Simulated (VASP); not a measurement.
A run of VASP 6.6.1 is set up as follows.

Contents of INCAR:

```
SYSTEM = Pt
PREC = Accurate
ENCUT = 520
EDIFF = 1E-6
ISMEAR = 0
SIGMA = 0.1
LREAL = .FALSE.
LASPH = .TRUE.
NELM = 100
ALGO = Fast
ISIF = 2
LWAVE = .FALSE.
LCHARG = .FALSE.
GGA = PE
NBANDS = 11
```

File KPOINTS:

```
regular mesh
0
G
  18 18 18
  0 0 0
```

File POSCAR:

```
Pt
1.0
    0.0000000000      2.0491348487      2.0491348487
    2.0491348487      0.0000000000      2.0491348487
    2.0491348487      2.0491348487      0.0000000000
Pt
1
Direct
    0.0000000000      0.0000000000      0.0000000000
```

Potentials or basis: VASP PAW PBE potentials, release 64 (Pt).

Run with:

```bash
$ cat potpaw_PBE.64/Pt/POTCAR > POTCAR
$ mpirun -np 1 vasp_std > vasp.out
```

**Question.** Estimate the pressure.

**Answer.** -18.4 GPa.

**Question.** What does it give for the band gap on the k mesh?

**Answer.** Zero (band 5 reaches 9.27 eV, above the bottom of band 6 at 7.51 eV).

Caveat: spin-orbit coupling is left out, which moves the levels of the heavy elements.
